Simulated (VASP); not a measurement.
# BeS (F-43m) in VASP: relaxation of cell and atoms with r2SCAN

Aim: the relaxation of cell and atoms of BeS with r2SCAN.

Everything below comes from runs of VASP 6.6.1. Logs are shortened: lines on timing, memory, paths and dates and some standing lists are left out, and cuts for length are marked.

## 1. The cell of the first run

Symmetry: F-43m, No. 216, cubic system. The conventional cell has a = 4.868 Å, b = 4.868 Å, c = 4.868 Å, α = 90.00°, β = 90.00°, γ = 90.00°. Within 2.8 Å of Be (site symmetry -43m) lie 4 S at 2.11 Å. S (site symmetry -43m) has 4 Be at 2.11 Å within 2.8 Å.

## 2. Relaxation of cell and atoms, r2SCAN, target pressure 7 GPa, at which the enthalpy is minimised

POSCAR reads:

```
BeS
1.0
    2.4342244985      2.4342244985      0.0000000000
   -2.4342244985      2.4342244985      0.0000000000
    0.0000000000      2.4342244985      2.4342244985
Be S
1 1
Direct
    0.0000000000      0.0000000000      0.0000000000
    0.7500000000      0.2500000000      0.5000000000
```

INCAR.step1 reads:

```
SYSTEM = BeS
PREC = Accurate
ENCUT = 600
ISMEAR = 0
SIGMA = 0.01
LREAL = .False.
LASPH = .True.
NELM = 60
GGA = PE
ALGO = Normal
EDIFF = 1E-4
LWAVE = .True.
LCHARG = .False.
```

INCAR.step2 reads:

```
SYSTEM = BeS
PREC = Accurate
ENCUT = 600
EDIFF = 1E-6
ISMEAR = 0
SIGMA = 0.01
LREAL = .False.
LASPH = .True.
NELM = 60
ALGO = Normal
ISIF = 3
LWAVE = .False.
LCHARG = .False.
METAGGA = R2SCAN
LMIXTAU = .True.
IBRION = 2
NSW = 100
EDIFFG = -0.002
PSTRESS = 70.0
ISTART = 1
```

KPOINTS reads:

```
regular mesh
0
Gamma
  8 8 8
  0 0 0
```

Potentials or basis: VASP PAW PBE potentials, release 64 (Be, S).

Command:

```sh
cat potpaw_PBE.64/Be/POTCAR potpaw_PBE.64/S/POTCAR > POTCAR
cp INCAR.step1 INCAR
mpirun -np 1 vasp_std > vasp.out
cp INCAR.step2 INCAR
mpirun -np 1 vasp_std > vasp.out
```

OUTCAR:

```text
SYSTEM = BeS
   PREC = Accurate
   ENCUT = 600
   EDIFF = 1E-6
   ISMEAR = 0
   LREAL = .False.
   LASPH = .True.
   NELM = 60
   ISIF = 3
   METAGGA = R2SCAN
   IBRION = 2
   NSW = 100
   EDIFFG = -0.002
   PSTRESS = 70.0
   ISTART = 1

 ion  position               nearest neighbor table
   1  0.000  0.000  0.000-   2 2.11   2 2.11   2 2.11   2 2.11
   2  0.750  0.250  0.500-   1 2.11   1 2.11   1 2.11   1 2.11

  LATTYP: Found a face centered cubic cell.
 ALAT       =     4.8684489970

  Lattice vectors:

 A1 = (   0.0000000000,   2.4342244985,   2.4342244985)
 A2 = (   2.4342244985,   0.0000000000,   2.4342244985)
 A3 = (   2.4342244985,   2.4342244985,   0.0000000000)

Analysis of symmetry for initial positions (statically):
=====================================================================
 Subroutine PRICEL returns:
 Original cell was already a primitive cell.

 Routine SETGRP: Setting up the symmetry group for a
 face centered cubic supercell.

 Subroutine GETGRP returns: Found 24 space group operations
 (whereof 24 operations were pure point group operations)
 out of a pool of 48 trial point group operations.

The static configuration has the point symmetry T_d .

Analysis of symmetry for dynamics (positions and initial velocities):
=====================================================================
 Subroutine PRICEL returns:
 Original cell was already a primitive cell.

 Routine SETGRP: Setting up the symmetry group for a
 face centered cubic supercell.

 Subroutine GETGRP returns: Found 24 space group operations
 (whereof 24 operations were pure point group operations)
 out of a pool of 48 trial point group operations.

The dynamic configuration has the point symmetry T_d .

 Subroutine INISYM returns: Found 24 space group operations
 (whereof 24 operations are pure point group operations),
 and found     1 'primitive' translations

----------------------------------------------------------------------------------------

                                     Primitive cell

  volume of cell :      28.8477

  direct lattice vectors                    reciprocal lattice vectors
     2.434224498  2.434224498  0.000000000     0.205404226  0.205404226 -0.205404226
    -2.434224498  2.434224498  0.000000000    -0.205404226  0.205404226 -0.205404226
     0.000000000  2.434224498  2.434224498     0.000000000  0.000000000  0.410808453

  length of vectors
[... 96 lines left out ...]
   EFERMI =   0.00;   METHOD = LEGACY
   ISMEAR =     0;   SIGMA  =   0.01  broadening in eV -4-tet -1-fermi 0-gaus
   EFERMI_NEDOS =   21; number of points for ismear=-14 and -15
   IALGO  =     38    algorithm
   IMIX   =      4    mixing-type and parameters
     AMIX     =   0.40;   BMIX     =  1.00
     AMIX_MAG =   1.60;   BMIX_MAG =  1.00
  volume/ion in A,a.u.               =      14.42        97.34
  Fermi-wavevector in a.u.,A,eV,Ry     =   1.067581  2.017436 15.506959  1.139729
  Thomas-Fermi vector in A             =   2.203202
   LORBIT       =      0    0 simple, 1 ext, 2 COOP (PROOUT), +10 PAW based schemes
   METAGGA = R2SCAN    functional components
   LHFCALC =     F    Hartree Fock is set to
   AEXX    =    0.0000 exact exchange contribution
   IVDW    =     0    specifies the selected vdW correction
   LEPSILON=     F    determine dielectric tensor
   LRPA    =     F    only Hartree local field effects (RPA)
 conjugate gradient relaxation of ions
 non-spin polarized calculation
 Gauss-broadening in eV      SIGMA  =   0.01
  energy-cutoff  :      600.00
  volume of cell :       28.85
 maximum number of plane-waves:       982
   NGX = 13   NGY = 13   NGZ = 13

--------------------------------------- Ionic step        1  -------------------------------------------

 number of electron       7.9999999 magnetization

 Free energy of the ion-electron system (eV)
  ---------------------------------------------------
  ext. energy  EPLUGINS =         0.00000000
  ---------------------------------------------------
  free energy    TOTEN  =       -14.78686375 eV

  energy without entropy =      -14.78686375  energy(sigma->0) =      -14.78686375

------------------------ aborting loop because EDIFF is reached ----------------------------------------

  FORCE on cell =-STRESS in cart. coord.  units (eV):
  Direction    XX          YY          ZZ          XY          YZ          ZX
  --------------------------------------------------------------------------------------
  -------------------------------------------------------------------------------------
  Total        0.0558617      0.0558617      0.0558617      0.0000000     -0.0000000      0.0000000
  in kB        3.1025083      3.1025083      3.1025083      0.0000000     -0.0000000      0.0000000
  external PRESSURE =     -66.8974917 kB  Pullay stress =      70.0000000 kB
[... 63 lines left out ...]
--------------------------------------- Ionic step        3  -------------------------------------------

 number of electron       8.0000001 magnetization

 Free energy of the ion-electron system (eV)
  ---------------------------------------------------
  ext. energy  EPLUGINS =         0.00000000
  ---------------------------------------------------
  free energy    TOTEN  =       -14.74952492 eV

  energy without entropy =      -14.74952492  energy(sigma->0) =      -14.74952492

 E-fermi :   4.5462     XC(G=0): -10.4015

 val. band max:        4.4996008325   @ k =   0.0000   0.0000   0.0000
 cond. band min:       7.9541376231   @ k =   0.5000   0.5000   0.0000
 fundamental gap:      3.4545367906
 Fermi energy:         4.5462066861

 k-point     1 :       0.0000    0.0000    0.0000
  band No.  band energies     occupation
      1     -10.1559      2.00000
      2       4.4996      2.00000
      3       4.4996      2.00000
      4       4.4996      2.00000
      5      10.7200      0.00000
      6      10.7200      0.00000
      7      10.7200      0.00000
      8      11.6463      0.00000
[... 243 lines left out ...]
 k-point    24 :       0.5000    0.2500    0.1250
  band No.  band energies     occupation
      1      -8.0179      2.00000
      2      -1.2224      2.00000
      3       1.4824      2.00000
      4       2.4840      2.00000
      5      11.1065      0.00000
      6      11.8290      0.00000
      7      14.6019      0.00000
      8      15.9764      0.00000

 [... further k-points ...]

------------------------ aborting loop because EDIFF is reached ----------------------------------------

  FORCE on cell =-STRESS in cart. coord.  units (eV):
  Direction    XX          YY          ZZ          XY          YZ          ZX
  --------------------------------------------------------------------------------------
  -------------------------------------------------------------------------------------
  Total        1.1896578      1.1896578      1.1896578      0.0000000      0.0000000     -0.0000000
  in kB       70.2357768     70.2357768     70.2357768      0.0000000      0.0000000     -0.0000000
  external PRESSURE =       0.2357768 kB  Pullay stress =      70.0000000 kB
[... 21 lines left out ...]
  energy  without entropy=      -14.7495249162  energy(sigma->0) =      -14.74952492

  enthalpy is  TOTEN    =       -13.5638606878 eV   P V=        1.1856642285

 reached required accuracy - stopping structural energy minimisation
```

OUTCAR.step1:

```text
SYSTEM = BeS
   PREC = Accurate
   ENCUT = 600
   ISMEAR = 0
   LREAL = .False.
   LASPH = .True.
[... 485 lines left out ...]
      0.00000      0.00000      0.00000         0.000000      0.000000      0.000000
      1.21711      3.65134      1.21711        -0.000000     -0.000000      0.000000
 -----------------------------------------------------------------------------------
    total drift:                                0.000000      0.000000      0.000000

  FREE ENERGIE OF THE ION-ELECTRON SYSTEM (eV)
  ---------------------------------------------------
  free  energy   TOTEN  =       -10.0133122699 eV

  energy  without entropy=      -10.0133122699  energy(sigma->0) =      -10.01331227
```

OSZICAR.step1:

```text
N       E                     dE             d eps       ncg     rms          rms(c)
DAV:   1     0.237705908976E+02    0.23771E+02   -0.42431E+03   464   0.942E+02
DAV:   2    -0.931182923123E+01   -0.33082E+02   -0.31707E+02   688   0.133E+02
DAV:   3    -0.101783620718E+02   -0.86653E+00   -0.86653E+00   584   0.275E+01
DAV:   4    -0.101824110084E+02   -0.40489E-02   -0.40489E-02   736   0.197E+00
DAV:   5    -0.101824155877E+02   -0.45794E-05   -0.45794E-05   624   0.516E-02    0.557E+00
DAV:   6    -0.100509556998E+02    0.13146E+00   -0.14412E-01   488   0.225E+00    0.384E+00
DAV:   7    -0.100120009352E+02    0.38955E-01   -0.12947E-01   672   0.237E+00    0.997E-01
DAV:   8    -0.100131449830E+02   -0.11440E-02   -0.63592E-03   592   0.525E-01    0.134E-01
DAV:   9    -0.100132653734E+02   -0.12039E-03   -0.50371E-04   560   0.181E-01    0.299E-02
DAV:  10    -0.100133122699E+02   -0.46897E-04   -0.90417E-05   496   0.695E-02
   1 F= -.10013312E+02 E0= -.10013312E+02  d E =-.420823E-12
```

Run time: 3.1 min. Hardware: 1 thread of Intel Xeon 8259CL, shared host; peak memory 0.16 GiB.

What came out:

| Quantity | Value |
| --- | --- |
| Free energy | -14.7495 eV |
| Relaxed volume | 13.57 Å³/atom |
| Relaxed cell | a = 3.373 Å, b = 3.373 Å, c = 3.373 Å, α = 60.00°, β = 60.00°, γ = 90.00° |
| Space group after relaxing (to 0.1 Å) | F-43m (No. 216) |
| Energy change on relaxing (the run minimises the enthalpy) | +18.7 meV/atom |
| Ionic steps | 3 |
| Pressure after relaxing | 7.0 GPa |
| Band gap on the k mesh | 3.45 eV (least direct gap 6.22 eV) |

The path:
```
step  energy change (eV)  largest force (eV/Å)  pressure (GPa)  volume (Å³)
   1              0.0000                0.0000            0.31        28.85
   2              0.0772                0.0000           10.52        26.41
   3              0.0373                0.0000            7.02        27.14
```

Final structure:
```
CELL_PARAMETERS angstrom
2.38514 2.38514 0.00000
-2.38514 2.38514 0.00000
0.00000 2.38514 2.38514
ATOMIC_POSITIONS crystal
Be 0.00000 0.00000 0.00000
S 0.75000 0.25000 0.50000
```

Caveat: the cell is relaxed towards a set pressure, so the run minimises the enthalpy, not the energy; the PAW data sets were made with another functional, which shifts forces and pressure a little. A k mesh can miss the band edges.
